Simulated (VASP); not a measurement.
# SnSe2 (P-3m1) in VASP: a series of runs, part 2 of 2

VASP 6.6.1. Earlier steps stand in the parts before.

### Step 4. Relaxation of cell and atoms, PBE+D3(BJ)

This run uses another cell than the first one, of 25.64 Å³/atom.

Input file INCAR:

```
SYSTEM = SnSe2
PREC = Accurate
ENCUT = 600
EDIFF = 1E-6
ISMEAR = 0
SIGMA = 0.02
LREAL = .FALSE.
LASPH = .TRUE.
NELM = 60
ALGO = Normal
ISIF = 3
LWAVE = .FALSE.
LCHARG = .FALSE.
GGA = PE
IVDW = 12
IBRION = 2
NSW = 100
EDIFFG = -0.005
```

Input file KPOINTS:

```
regular mesh
0
G
  9 9 6
  0 0 0
```

Input file POSCAR:

```
SnSe2
1.0
    3.8399151181      0.0000000000      0.0000000000
   -1.9199575590      3.3254640406      0.0000000000
    0.0000000000      0.0000000000      6.0246196732
Sn Se
1 2
Direct
    0.0000000000      0.0000000000      0.0000000000
    0.3333333333      0.6666666667      0.2646296616
    0.6666666667      0.3333333333      0.7353703384
```

Potentials or basis: VASP PAW PBE potentials, release 64 (Sn_d, Se).

Command:

```sh
> cat potpaw_PBE.64/Sn_d/POTCAR potpaw_PBE.64/Se/POTCAR > POTCAR
> mpirun -np 1 vasp_std > vasp.out
```

OUTCAR:

```text
SYSTEM = SnSe2
   PREC = Accurate
   ENCUT = 600
   EDIFF = 1E-6
   ISMEAR = 0
   LREAL = .FALSE.
   LASPH = .TRUE.
   NELM = 60
   ISIF = 3
   GGA = PE
   IVDW = 12
   IBRION = 2
   NSW = 100
   EDIFFG = -0.005
 IVDW          = 12

 ion  position               nearest neighbor table
   1  0.000  0.000  0.000-   2 2.73   3 2.73   2 2.73   3 2.73   3 2.73   2 2.73
   2  0.333  0.667  0.265-   1 2.73   1 2.73   1 2.73
   3  0.667  0.333  0.735-   1 2.73   1 2.73   1 2.73

  LATTYP: Found a hexagonal cell.
 ALAT       =     3.8399151181
 C/A-ratio  =     1.5689460543

  Lattice vectors:

 A1 = (   3.8399151181,   0.0000000000,   0.0000000000)
 A2 = (  -1.9199575590,   3.3254640406,   0.0000000000)
 A3 = (   0.0000000000,   0.0000000000,   6.0246196732)

Analysis of symmetry for initial positions (statically):
=====================================================================
 Subroutine PRICEL returns:
 Original cell was already a primitive cell.

 Routine SETGRP: Setting up the symmetry group for a
 hexagonal supercell.

 Subroutine GETGRP returns: Found 12 space group operations
 (whereof 12 operations were pure point group operations)
 out of a pool of 24 trial point group operations.

The static configuration has the point symmetry D_3d.

[... 146 lines left out ...]
 non-spin polarized calculation
 Gauss-broadening in eV      SIGMA  =   0.02
  energy-cutoff  :      600.00
  volume of cell :       76.93
 maximum number of plane-waves:      2599
 NGX is ok and might be reduce to    32
   NGX = 15   NGY = 15   NGZ = 25

--------------------------------------- Ionic step        1  -------------------------------------------

 number of electron      26.0000006 magnetization

 Free energy of the ion-electron system (eV)
  ---------------------------------------------------
  ext. energy  EPLUGINS =         0.00000000
  ---------------------------------------------------
  free energy    TOTEN  =       -11.80886571 eV

  energy without entropy =      -11.80886571  energy(sigma->0) =      -11.80886571

------------------------ aborting loop because EDIFF is reached ----------------------------------------

 Edisp (eV)   -1.08873

 E8    (eV) :    -0.4765
[... 155 lines left out ...]
--------------------------------------- Ionic step        5  -------------------------------------------

 number of electron      26.0000005 magnetization

 Free energy of the ion-electron system (eV)
  ---------------------------------------------------
  ext. energy  EPLUGINS =         0.00000000
  ---------------------------------------------------
  free energy    TOTEN  =       -11.80852531 eV

  energy without entropy =      -11.80852531  energy(sigma->0) =      -11.80852531

 E-fermi :   4.4862     XC(G=0):  -9.5510

 val. band max:        4.3748731874   @ k =   0.1111   0.0000   0.0000
 cond. band min:       4.7587752973   @ k =   0.0000   0.4444   0.3333
 fundamental gap:      0.3839021099
 Fermi energy:         4.4861917357

 k-point     1 :       0.0000    0.0000    0.0000
  band No.  band energies     occupation
      1     -16.9980      2.00000
      2     -16.9980      2.00000
      3     -16.9645      2.00000
      4     -16.9532      2.00000
      5     -16.9532      2.00000
      6      -9.5265      2.00000
[... 457 lines left out ...]
      4     -16.9519      2.00000
      5     -16.9407      2.00000
      6      -8.7135      2.00000
[... 9 lines left out ...]
     16       9.3218      0.00000
     17      10.5296      0.00000

 [... further k-points ...]

------------------------ aborting loop because EDIFF is reached ----------------------------------------

 Edisp (eV)   -1.08910

 E8    (eV) :    -0.4767
[... 26 lines left out ...]
  FREE ENERGIE OF THE ION-ELECTRON SYSTEM (eV)
  ---------------------------------------------------
  free  energy   TOTEN  =       -12.8976273539 eV

  energy  without entropy=      -12.8976273539  energy(sigma->0) =      -12.89762735

 reached required accuracy - stopping structural energy minimisation
```

OSZICAR:

```text
N       E                     dE             d eps       ncg     rms          rms(c)
DAV:   1     0.201829408077E+03    0.20183E+03   -0.13661E+04  2134   0.192E+03
DAV:   2     0.994268357780E+01   -0.19189E+03   -0.18894E+03  2280   0.416E+02
DAV:   3    -0.113113123749E+02   -0.21254E+02   -0.20254E+02  2650   0.123E+02
[... 27 lines left out ...]
       N       E                     dE             d eps       ncg     rms          rms(c)
DAV:   1    -0.118086032284E+02    0.51855E-03   -0.47127E-03  2208   0.665E-01    0.510E-02
DAV:   2    -0.118085489612E+02    0.54267E-04   -0.27362E-04  2528   0.207E-01    0.280E-02
DAV:   3    -0.118085259603E+02    0.23001E-04   -0.49912E-05  2564   0.106E-01    0.936E-03
DAV:   4    -0.118085253066E+02    0.65378E-06   -0.61098E-06  2848   0.255E-02
   5 F= -.12897627E+02 E0= -.12897627E+02  d E =-.233922E-04
```

Wall time 4.2 min (1 thread of Intel Xeon 8259CL, shared host); peak memory 0.29 GiB.

Results:

```
Free energy                           : -12.8976 eV
Relaxed volume                        : 25.64 Å³/atom
Relaxed cell                          : a = 3.841 Å, b = 3.841 Å, c = 6.019 Å, α = 90.00°, β = 90.00°, γ = 120.00°
Space group after relaxing (to 0.1 Å) : P-3m1 (No. 164)
Energy gained by relaxing             : 0.0 meV/atom
Ionic steps                           : 5
Pressure after relaxing               : 0.0 GPa
Largest force after relaxing          : 0.003 eV/Å
Band gap on the k mesh                : 0.38 eV (least direct gap 0.82 eV)
Dispersion energy per atom            : -0.363 eV
```

Forces in eV/Å, atoms in the order of the input:
```
Sn   0.000  0.000  0.000
Se   0.000  0.000  0.003
Se   0.000  0.000 -0.003
```

Final structure:
```
CELL_PARAMETERS angstrom
3.84127 0.00000 0.00000
-1.92063 3.32663 0.00000
0.00000 0.00000 6.01866
ATOMIC_POSITIONS crystal
Sn 0.00000 0.00000 0.00000
Se 0.33333 0.66667 0.26491
Se 0.66667 0.33333 0.73509
```

Levels at points of the mesh, in eV from the valence-band top:
```csv
k point,band 9,band 10,band 11,band 12,band 13,band 14,band 15,band 16,band 17
"(0.00, 0.00, 0.00)",-0.69,-0.69,-0.53,-0.53,-0.10,0.72,2.94,4.50,4.50
"(0.00, 0.00, 0.50)",-2.41,-0.86,-0.86,-0.27,-0.27,2.40,2.79,4.12,4.12
```

Caveat: semilocal functionals underestimate gaps, and a narrow one can read as zero; spin-orbit coupling is left out, which moves the levels of the heavy elements.

### Step 5. Relaxation of cell and atoms, PBE+D3(BJ)

Changes to INCAR since step 4:

```diff
@@ -8,3 +8,3 @@
 LASPH = .TRUE.
-NELM = 60
+NELM = 100
 ALGO = Normal
```

Input file KPOINTS:

```
regular mesh
0
G
  12 12 6
  0 0 0
```

Input file POSCAR:

```
SnSe2
1.0
    3.8400588335      0.0000000000      0.0000000000
   -1.9200294167      3.3255885018      0.0000000000
    0.0000000000      0.0000000000      6.0097292652
Sn Se
1 2
Direct
    0.0000000000      0.0000000000      0.0000000000
    0.3333333333      0.6666666667      0.2651382426
    0.6666666667      0.3333333333      0.7348617574
```

Potentials or basis: VASP PAW PBE potentials, release 64 (Sn_d, Se).

Command:

```sh
> cat potpaw_PBE.64/Sn_d/POTCAR potpaw_PBE.64/Se/POTCAR > POTCAR
> mpirun -np 1 vasp_std > vasp.out
```

OUTCAR:

```text
SYSTEM = SnSe2
   PREC = Accurate
   ENCUT = 600
   EDIFF = 1E-6
   ISMEAR = 0
   LREAL = .FALSE.
   LASPH = .TRUE.
   NELM = 100
   ISIF = 3
   GGA = PE
   IVDW = 12
   IBRION = 2
   NSW = 100
   EDIFFG = -0.005
 IVDW          = 12

 ion  position               nearest neighbor table
   1  0.000  0.000  0.000-   2 2.73   3 2.73   2 2.73   3 2.73   3 2.73   2 2.73
   2  0.333  0.667  0.265-   1 2.73   1 2.73   1 2.73
   3  0.667  0.333  0.735-   1 2.73   1 2.73   1 2.73

  LATTYP: Found a hexagonal cell.
 ALAT       =     3.8400588335
 C/A-ratio  =     1.5650096849

  Lattice vectors:

 A1 = (   3.8400588335,   0.0000000000,   0.0000000000)
 A2 = (  -1.9200294167,   3.3255885018,   0.0000000000)
 A3 = (   0.0000000000,   0.0000000000,   6.0097292652)

Analysis of symmetry for initial positions (statically):
=====================================================================
 Subroutine PRICEL returns:
 Original cell was already a primitive cell.

 Routine SETGRP: Setting up the symmetry group for a
 hexagonal supercell.

 Subroutine GETGRP returns: Found 12 space group operations
 (whereof 12 operations were pure point group operations)
 out of a pool of 24 trial point group operations.

The static configuration has the point symmetry D_3d.

Analysis of symmetry for dynamics (positions and initial velocities):
=====================================================================
 Subroutine PRICEL returns:
 Original cell was already a primitive cell.

 Routine SETGRP: Setting up the symmetry group for a
 hexagonal supercell.

 Subroutine GETGRP returns: Found 12 space group operations
 (whereof 12 operations were pure point group operations)
 out of a pool of 24 trial point group operations.

The dynamic configuration has the point symmetry D_3d.

 Subroutine INISYM returns: Found 12 space group operations
 (whereof 12 operations are pure point group operations),
 and found     1 'primitive' translations

[... 99 lines left out ...]
   NSW    =    100    number of steps for IOM
   IBRION =      2    ionic relax: 0-MD 1-quasi-New 2-CG
   NFREE  =      1    steps in history (QN), initial steepest desc. (CG)
   ISIF   =      3    stress and relaxation
   ISYM   =      2    0-nonsym 1-usesym 2-fastsym
   POTIM  = 0.5000    time-step for ionic-motion
   TEBEG  =    0.0;   TEEND  =   0.0 temperature during run
   PSTRESS=    0.0 pullay stress
   NELECT =      26.0000    total number of electrons
   NUPDOWN=      -1.0000    fix difference up-down
   EMIN   =  10.00;   EMAX   =-10.00  energy-range for DOS
   EFERMI =   0.00;   METHOD = LEGACY
   ISMEAR =     0;   SIGMA  =   0.02  broadening in eV -4-tet -1-fermi 0-gaus
   EFERMI_NEDOS =   21; number of points for ismear=-14 and -15
   IALGO  =     38    algorithm
   IMIX   =      4    mixing-type and parameters
     AMIX     =   0.40;   BMIX     =  1.00
     AMIX_MAG =   1.60;   BMIX_MAG =  1.00
  volume/ion in A,a.u.               =      25.58       172.64
  Fermi-wavevector in a.u.,A,eV,Ry     =   1.141245  2.156640 17.720771  1.302440
  Thomas-Fermi vector in A             =   2.277945
   LORBIT       =      0    0 simple, 1 ext, 2 COOP (PROOUT), +10 PAW based schemes
   GGA     = PE    functional components
   LHFCALC =     F    Hartree Fock is set to
   AEXX    =    0.0000 exact exchange contribution
   IVDW    =    12    specifies the selected vdW correction
   LEPSILON=     F    determine dielectric tensor
   LRPA    =     F    only Hartree local field effects (RPA)
 conjugate gradient relaxation of ions
 non-spin polarized calculation
 Gauss-broadening in eV      SIGMA  =   0.02
  energy-cutoff  :      600.00
  volume of cell :       76.75
 maximum number of plane-waves:      2599
 NGX is ok and might be reduce to    32
   NGX = 15   NGY = 15   NGZ = 25

--------------------------------------- Ionic step        1  -------------------------------------------

 number of electron      26.0000005 magnetization

 Free energy of the ion-electron system (eV)
  ---------------------------------------------------
  ext. energy  EPLUGINS =         0.00000000
  ---------------------------------------------------
  free energy    TOTEN  =       -11.80689146 eV

  energy without entropy =      -11.80689146  energy(sigma->0) =      -11.80689146

------------------------ aborting loop because EDIFF is reached ----------------------------------------

 Edisp (eV)   -1.09153

 E8    (eV) :    -0.4778
[... 73 lines left out ...]
--------------------------------------- Ionic step        3  -------------------------------------------

 number of electron      26.0000005 magnetization

 Free energy of the ion-electron system (eV)
  ---------------------------------------------------
  ext. energy  EPLUGINS =         0.00000000
  ---------------------------------------------------
  free energy    TOTEN  =       -11.80800804 eV

  energy without entropy =      -11.80800804  energy(sigma->0) =      -11.80800804

 E-fermi :   4.5910     XC(G=0):  -9.5577

 val. band max:        4.4339194629   @ k =   0.0833   0.0833   0.0000
 cond. band min:       4.7758930842   @ k =   0.0000   0.4167   0.3333
 fundamental gap:      0.3419736213
 Fermi energy:         4.5909864126

 k-point     1 :       0.0000    0.0000    0.0000
  band No.  band energies     occupation
      1     -16.9849      2.00000
      2     -16.9849      2.00000
      3     -16.9510      2.00000
      4     -16.9398      2.00000
      5     -16.9398      2.00000
      6      -9.5178      2.00000
[... 457 lines left out ...]
      4     -16.9424      2.00000
      5     -16.9386      2.00000
      6      -9.2025      2.00000
[... 9 lines left out ...]
     16       9.1342      0.00000
     17       9.4319      0.00000

 [... further k-points ...]

------------------------ aborting loop because EDIFF is reached ----------------------------------------

 Edisp (eV)   -1.09044

 E8    (eV) :    -0.4773
[... 26 lines left out ...]
  FREE ENERGIE OF THE ION-ELECTRON SYSTEM (eV)
  ---------------------------------------------------
  free  energy   TOTEN  =       -12.8984457688 eV

  energy  without entropy=      -12.8984457688  energy(sigma->0) =      -12.89844577

 reached required accuracy - stopping structural energy minimisation
```

Run time: 5.8 min. Hardware: 1 thread of Intel Xeon 8259CL, shared host; peak memory 0.35 GiB.

Results:

```
Free energy                           : -12.8984 eV
Relaxed volume                        : 25.61 Å³/atom
Relaxed cell                          : a = 3.841 Å, b = 3.841 Å, c = 6.012 Å, α = 90.00°, β = 90.00°, γ = 120.00°
Space group after relaxing (to 0.1 Å) : P-3m1 (No. 164)
Energy gained by relaxing             : 0.0 meV/atom
Ionic steps                           : 3
Pressure after relaxing               : 0.0 GPa
Largest force after relaxing          : 0.003 eV/Å
Band gap on the k mesh                : 0.34 eV (least direct gap 0.81 eV)
Dispersion energy per atom            : -0.363 eV
```

Forces in eV/Å, atoms in the order of the input:
```
Sn   0.000  0.000  0.000
Se   0.000  0.000  0.003
Se   0.000  0.000 -0.003
```

Final structure:
```
CELL_PARAMETERS angstrom
3.84115 0.00000 0.00000
-1.92057 3.32653 0.00000
0.00000 0.00000 6.01218
ATOMIC_POSITIONS crystal
Sn 0.00000 0.00000 0.00000
Se 0.33333 0.66667 0.26521
Se 0.66667 0.33333 0.73479
```

Levels at points of the mesh, in eV from the valence-band top:
```tsv
k point	band 9	band 10	band 11	band 12	band 13	band 14	band 15	band 16	band 17
(0.00, 0.00, 0.00)	-0.74	-0.74	-0.58	-0.58	-0.14	0.67	2.89	4.46	4.46
(0.50, 0.00, 0.00)	-4.37	-3.25	-2.68	-1.70	-0.40	1.08	3.47	4.87	4.99
(0.00, 0.00, 0.50)	-2.46	-0.91	-0.91	-0.31	-0.31	2.36	2.75	4.07	4.07
(0.50, 0.00, 0.50)	-5.03	-2.40	-2.07	-1.12	-1.01	0.58	3.88	4.50	5.71
```

Caveat: semilocal functionals underestimate gaps, and a narrow one can read as zero; spin-orbit coupling is left out, which moves the levels of the heavy elements.

### Step 6. Summary

| task | cell | k mesh | cutoff (eV) | gap on the mesh (eV) | pressure (GPa) | relaxed volume (Å³/atom) |
| --- | --- | --- | --- | --- | --- | --- |
| single point | a = 3.840, b = 3.840, c = 6.010 Å, angles 90.0, 90.0, 120.0°, 3 atoms, atomic positions A | 12 × 12 × 6 | 520 | 0.34 | 0.1 | - |
| relaxation of cell and atoms | relaxed from a = 3.840, b = 3.840, c = 6.025 Å, angles 90.0, 90.0, 120.0°, 3 atoms, atomic positions B | 9 × 9 × 6 | 600 | 0.38 | 0.0 | 25.64 |
| relaxation of cell and atoms | relaxed from a = 3.840, b = 3.840, c = 6.010 Å, angles 90.0, 90.0, 120.0°, 3 atoms, atomic positions A | 12 × 12 × 6 | 600 | 0.34 | 0.0 | 25.61 |

Alike in all rows: level PBE+D3(BJ); potentials or basis VASP PAW PBE potentials, release 64 (Sn_d, Se); no spin polarisation; smearing gaussian 0.02 eV.

Caveats: semilocal functionals underestimate gaps, and a narrow one can read as zero; spin-orbit coupling is left out, which moves the levels of the heavy elements.

Total energies depend on the potentials used, so only differences within one code and one set of settings carry meaning.
